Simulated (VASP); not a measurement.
# Al2Cu (I4/mcm) in VASP: a series of runs, part 2 of 2

VASP 6.6.1. The steps go on from the part before.

## 3. Relaxation of cell and atoms, PBE, target pressure 4 GPa, at which the enthalpy is minimised

This run uses another cell than the first one, of 14.36 Å³/atom, 1.065 times its volume.

INCAR

```
  ALGO = Fast
  EDIFF = 1E-6
  EDIFFG = -0.008
  ENCUT = 600
  GGA = PE
  IBRION = 2
  ISIF = 3
  ISMEAR = 0
  LASPH = T
  LCHARG = F
  LREAL = F
  LWAVE = F
  NELM = 60
  NSW = 70
  PREC = Accurate
  PSTRESS = 40.0
  SIGMA = 0.1
```

KPOINTS

```
k-points
0
Gamma
  10 10 10
```

POSCAR

```
Al2Cu
1.0
   -2.9888078856      2.9888078856      2.4112413580
    2.9888078856     -2.9888078856      2.4112413580
    2.9888078856      2.9888078856     -2.4112413580
Al Cu
4 2
Direct
    0.8413053791      0.6586946209      0.5000000000
    0.6586946209      0.1586946209      0.8173892418
    0.3413053791      0.8413053791      0.1826107582
    0.1586946209      0.3413053791      0.5000000000
    0.2500000000      0.2500000000      0.0000000000
    0.7500000000      0.7500000000      0.0000000000
```

Potentials or basis: VASP PAW PBE potentials, release 64 (Al, Cu).

Started as:

```console
cat potpaw_PBE.64/Al/POTCAR potpaw_PBE.64/Cu/POTCAR > POTCAR
mpirun -np 1 vasp_std > vasp.out
```

It took 12 min on 1 thread of Intel Xeon 6975P-C (Granite Rapids), shared host; peak memory 0.4 GiB.

The run converged. Its results:

| Property | Result |
| --- | --- |
| Free energy | -23.3502 eV |
| Relaxed volume | 14.39 Å³/atom |
| Relaxed cell | a = 4.870 Å, b = 4.870 Å, c = 4.870 Å, α = 104.23°, β = 104.23°, γ = 120.56° |
| Space group after relaxing (to 0.05 Å) | I4/mcm (No. 140) |
| Energy change on relaxing (the enthalpy is what falls) | -0.8 meV/atom |
| Ionic steps | 10 |
| Pressure after relaxing | 4.0 GPa |
| Band gap on the k mesh | zero (band 17 reaches 10.95 eV, above the bottom of band 18 at 6.54 eV) |

The path:
| step | energy change (eV) | largest force (eV/Å) | pressure (GPa) | volume (Å³) |
| --- | --- | --- | --- | --- |
| 1 | 0.0000 | 0.0262 | 4.33 | 86.16 |
| 2 | -0.0094 | 0.0103 | 3.63 | 86.53 |
| 3 | -0.0057 | 0.0169 | 3.99 | 86.38 |
| 4 | -0.0060 | 0.0164 | 3.91 | 86.39 |
| 5 | -0.0058 | 0.0167 | 4.01 | 86.38 |
| 6 | -0.0055 | 0.0103 | 4.02 | 86.37 |
| 7 | -0.0052 | 0.0025 | 3.93 | 86.35 |
| 8 | -0.0043 | 0.0135 | 3.87 | 86.32 |
| 9 | -0.0050 | 0.0004 | 4.09 | 86.35 |
| 10 | -0.0051 | 0.0013 | 3.97 | 86.35 |

Final structure:
```cif
data_structure
_symmetry_space_group_name_H-M 'P 1'
_symmetry_Int_Tables_number 1
_cell_length_a 4.8695
_cell_length_b 4.8695
_cell_length_c 4.8695
_cell_angle_alpha 104.229
_cell_angle_beta 104.229
_cell_angle_gamma 120.557
_cell_volume 86.35
loop_
_atom_site_label
_atom_site_type_symbol
_atom_site_fract_x
_atom_site_fract_y
_atom_site_fract_z
_atom_site_occupancy
Al1 Al 0.84159 0.65841 0.50000 1
Al2 Al 0.65841 0.15841 0.81681 1
Al3 Al 0.34159 0.84159 0.18319 1
Al4 Al 0.15841 0.34159 0.50000 1
Cu1 Cu 0.25000 0.25000 0.00000 1
Cu2 Cu 0.75000 0.75000 0.00000 1
```

Levels at points of the mesh, in eV from the Fermi level:
```
           k point  band 14  band 15  band 16  band 17  band 18  band 19  band 20  band 21
(0.00, 0.00, 0.00)    -1.99    -1.40    -1.24    -1.24    -0.86    -0.25     0.02     1.53
(0.50, 0.00, 0.00)    -3.14    -2.63    -2.63     0.26     0.26     4.15     4.15     4.40
(0.50, 0.50, 0.00)    -2.89    -1.46    -1.33    -0.93    -0.67     0.84     1.35     4.69
(0.50, 0.50, 0.50)    -3.29    -3.29    -1.85     2.61     2.98     2.98     3.42     4.20
```

Caveat: the cell is relaxed towards a set pressure, so the enthalpy falls and the energy may rise.

## 4. Relaxation of cell and atoms, PBE, target pressure 1 GPa, at which the enthalpy is minimised

This run uses another cell than the first one, of 14.76 Å³/atom, 1.094 times its volume.

INCAR

```
PREC = Accurate
ENCUT = 600
EDIFF = 1E-7
ISMEAR = 0
SIGMA = 0.1
LREAL = False
LASPH = True
NELM = 60
ALGO = Fast
ISIF = 3
LWAVE = False
LCHARG = False
GGA = PE
IBRION = 2
NSW = 70
EDIFFG = -0.008
PSTRESS = 10.0
```

KPOINTS

```
regular mesh
0
Gamma
  10 10 10
```

POSCAR

```
Al2Cu
1.0
   -3.0164730382      3.0164730382      2.4335604105
    3.0164730382     -3.0164730382      2.4335604105
    3.0164730382      3.0164730382     -2.4335604105
Al Cu
4 2
Direct
    0.8413053791      0.6586946209      0.5000000000
    0.6586946209      0.1586946209      0.8173892419
    0.3413053791      0.8413053791      0.1826107581
    0.1586946209      0.3413053791      0.5000000000
    0.2500000000      0.2500000000      0.0000000000
    0.7500000000      0.7500000000      0.0000000000
```

Started as:

```console
cat potpaw_PBE.64/Al/POTCAR potpaw_PBE.64/Cu/POTCAR > POTCAR
mpirun -np 1 vasp_std > vasp.out
```

It took 6.8 min on 1 thread of Intel Xeon 6975P-C (Granite Rapids), shared host; peak memory 0.4 GiB.

It converged, with:

```yaml
Free_energy: -23.3869 eV
Relaxed_volume: 14.79 Å³/atom
Relaxed_cell: a = 4.914 Å, b = 4.914 Å, c = 4.914 Å, α = 104.22°, β = 104.22°, γ = 120.59°
Space_group_after_relaxing_to_0.05_Å: I4/mcm (No. 140)
Energy_change_on_relaxing_the_enthalpy_is_what_falls: -0.2 meV/atom
Ionic_steps: 3
Pressure_after_relaxing: 1.0 GPa
Largest_force_after_relaxing: 0.004 eV/Å
Band_gap_on_the_k_mesh: zero (band 17 reaches 10.61 eV, above the bottom of band 18 at 6.27 eV)
```

Forces in eV/Å, atoms in the order of the input:
```
Al  -0.003  0.003  0.000
Al  -0.003 -0.003  0.000
Al   0.003  0.003  0.000
Al   0.003 -0.003  0.000
Cu   0.000  0.000  0.000
Cu   0.000  0.000  0.000
```

The path:
| step | energy change (eV) | largest force (eV/Å) | pressure (GPa) | volume (Å³) |
| --- | --- | --- | --- | --- |
| 1 | 0.0000 | 0.0069 | 1.27 | 88.57 |
| 2 | -0.0020 | 0.0015 | 0.82 | 88.90 |
| 3 | -0.0011 | 0.0043 | 1.02 | 88.73 |

Final structure:
```xyz
6
Lattice="-3.0181 3.0181 2.4351 3.0181 -3.0181 2.4351 3.0181 3.0181 -2.4351" Properties=species:S:1:pos:R:3 pbc="T T T"
Al    0.9578    2.0603    2.4351
Al    0.9578    3.9759    0.0000
Al    2.0603   -0.9578    2.4351
Al    2.0603    0.9578    0.0000
Cu    0.0000    0.0000    1.2176
Cu    0.0000    0.0000    3.6527
```

Levels at points of the mesh, in eV from the Fermi level:
```tsv
k point	band 15	band 16	band 17	band 18	band 19	band 20
(0.00, 0.00, 0.00)	-1.34	-1.19	-1.19	-0.82	-0.33	0.08
(0.50, 0.00, 0.00)	-2.58	-2.58	0.25	0.25	4.08	4.08
(0.50, 0.50, 0.00)	-1.41	-1.27	-0.96	-0.67	0.81	1.29
(0.50, 0.50, 0.50)	-3.22	-1.82	2.58	2.98	2.98	3.35
```

Caveat: the cell is relaxed towards a set pressure, so the enthalpy falls and the energy may rise.

## 5. Single point, PBE (uniaxial strain along c: +2.0 %)

INCAR

```
  PREC = Accurate
  ENCUT = 520
  EDIFF = 1E-6
  ISMEAR = 0
  SIGMA = 0.1
  LREAL = F
  LASPH = T
  NELM = 80
  ALGO = Fast
  ISIF = 2
  LWAVE = F
  LCHARG = F
  GGA = PE
  NBANDS = 46
```

KPOINTS

```
Automatic mesh
0
Gamma
  6 6 8
```

POSCAR

```
Al2Cu
1.0
    6.0222242789      0.0000000000      0.0000000000
    0.0000000000      6.0222242789      0.0000000000
    0.0000000000      0.0000000000      4.9805430665
Al Cu
8 4
Direct
    0.1588657427      0.3411342573      0.0000000000
    0.1588657427      0.6588657427      0.5000000000
    0.8411342573      0.3411342573      0.5000000000
    0.8411342573      0.6588657427      0.0000000000
    0.6588657427      0.8411342573      0.5000000000
    0.6588657427      0.1588657427      0.0000000000
    0.3411342573      0.8411342573      0.0000000000
    0.3411342573      0.1588657427      0.5000000000
    0.0000000000      0.0000000000      0.7500000000
    0.0000000000      0.0000000000      0.2500000000
    0.5000000000      0.5000000000      0.2500000000
    0.5000000000      0.5000000000      0.7500000000
```

Potentials or basis: VASP PAW PBE potentials, release 64 (Al, Cu).

Started as:

```console
cat potpaw_PBE.64/Al/POTCAR potpaw_PBE.64/Cu/POTCAR > POTCAR
mpirun -np 1 vasp_std > vasp.out
```

OUTCAR:

```text
PREC = Accurate
   ENCUT = 520
   EDIFF = 1E-6
   ISMEAR = 0
   LREAL = F
   LASPH = T
   NELM = 80
   ISIF = 2
   GGA = PE

 ion  position               nearest neighbor table
   1  0.159  0.341  0.000-   9 2.59  10 2.59  11 2.59  12 2.59   4 2.71   8 2.93   8 2.93   3 3.14
                             2 3.14   3 3.14   2 3.14   6 3.20   7 3.20   7 3.20   6 3.20
   2  0.159  0.659  0.500-   9 2.59  10 2.59  11 2.59  12 2.59   3 2.71   7 2.93   7 2.93   1 3.14
                             1 3.14   4 3.14   4 3.14   8 3.20   5 3.20   8 3.20   5 3.20
[... 1435 lines left out ...]
 -----------------------------------------------------------------------------
  energy-cutoff  :      520.00
  volume of cell :      180.63
      direct lattice vectors                 reciprocal lattice vectors
     6.022224279  0.000000000  0.000000000     0.166051604  0.000000000  0.000000000
     0.000000000  6.022224279  0.000000000     0.000000000  0.166051604  0.000000000
     0.000000000  0.000000000  4.980543067     0.000000000  0.000000000  0.200781318

 POSITION                                       TOTAL-FORCE (eV/Angst)
 -----------------------------------------------------------------------------------
      0.95673      2.05439      0.00000         0.030052     -0.030052     -0.000000
      0.95673      3.96784      2.49027         0.030052      0.030052     -0.000000
      5.06550      2.05439      2.49027        -0.030052     -0.030052      0.000000
      5.06550      3.96784      0.00000        -0.030052      0.030052     -0.000000
      3.96784      5.06550      2.49027         0.030052     -0.030052     -0.000000
      3.96784      0.95673      0.00000         0.030052      0.030052     -0.000000
      2.05439      5.06550      0.00000        -0.030052     -0.030052      0.000000
      2.05439      0.95673      2.49027        -0.030052      0.030052      0.000000
      0.00000      0.00000      3.73541         0.000000     -0.000000      0.000000
      0.00000      0.00000      1.24514         0.000000      0.000000      0.000000
      3.01111      3.01111      1.24514         0.000000     -0.000000      0.000000
      3.01111      3.01111      3.73541         0.000000     -0.000000      0.000000
 -----------------------------------------------------------------------------------
    total drift:                               -0.000000     -0.000000     -0.000000

  FREE ENERGIE OF THE ION-ELECTRON SYSTEM (eV)
  ---------------------------------------------------
  free  energy   TOTEN  =       -46.7354144440 eV

  energy  without entropy=      -46.7166808516  energy(sigma->0) =      -46.72604765
```

Wall time 11 min (1 thread of Oxide Virtual Turin-like, shared host); peak memory 0.44 GiB.

Results:

```yaml
Free_energy: -46.7354 eV
Pressure: -0.7 GPa
Largest_force: 0.042 eV/Å
Band_gap_on_the_k_mesh: zero (band 34 reaches 8.99 eV, above the bottom of band 35 at 7.03 eV)
```

Forces on the atoms (eV/Å):
```
Al   0.030 -0.030  0.000
Al   0.030  0.030  0.000
Al  -0.030 -0.030  0.000
Al  -0.030  0.030  0.000
Al   0.030 -0.030  0.000
Al   0.030  0.030  0.000
Al  -0.030 -0.030  0.000
Al  -0.030  0.030  0.000
Cu   0.000  0.000  0.000
Cu   0.000  0.000  0.000
Cu   0.000  0.000  0.000
Cu   0.000  0.000  0.000
```

Stress tensor (GPa, compression positive):
```
 0.34  0.00  0.00
 0.00  0.34  0.00
 0.00  0.00 -2.82
```

Levels at points of the mesh, in eV from the Fermi level:
```
           k point  band 32  band 33  band 34  band 35  band 36  band 37
(0.00, 0.00, 0.00)    -1.23    -1.23    -0.86    -0.40     0.09     1.25
(0.50, 0.00, 0.00)    -1.19     0.02     0.02     0.22     0.22     1.42
(0.50, 0.50, 0.00)    -1.25    -0.93    -0.93    -0.81    -0.81     0.95
(0.00, 0.00, 0.50)    -0.67    -0.67    -0.67    -0.65    -0.65     0.29
(0.50, 0.00, 0.50)    -2.55     0.32     0.32     0.32     0.32     3.99
(0.50, 0.50, 0.50)     0.52     0.85     0.85     0.85     0.85     1.99
```

Caveat: the cell differs from its parent crystal (uniaxial strain along c: +2.0 %).

## 6. Overview

```csv
task,cell,k mesh,cutoff (eV),gap on the mesh (eV),pressure (GPa)
relaxation of cell and atoms,"relaxed to 12 GPa from a = 4.766 Å, angles 104.2, 104.2, 120.6°, 6 atoms",10 × 10 × 10,600,none,12.0
relaxation of cell and atoms,"relaxed to 4 GPa from a = 4.866 Å, angles 104.2, 104.2, 120.6°, 6 atoms",10 × 10 × 10,600,none,4.0
relaxation of cell and atoms,"relaxed to 1 GPa from a = 4.911 Å, angles 104.2, 104.2, 120.6°, 6 atoms",10 × 10 × 10,600,none,1.0
single point,"a = 6.022, b = 6.022, c = 4.981 Å, 12 atoms",6 × 6 × 8,520,none,-0.7
```

Alike in all rows: level PBE; potentials or basis VASP PAW PBE potentials, release 64 (Al, Cu); no spin polarisation; smearing gaussian 0.1 eV.

Caveats: the cell is relaxed towards a set pressure, so the enthalpy falls and the energy may rise (some runs).

Absolute energies hang on the potentials; compare differences alone.
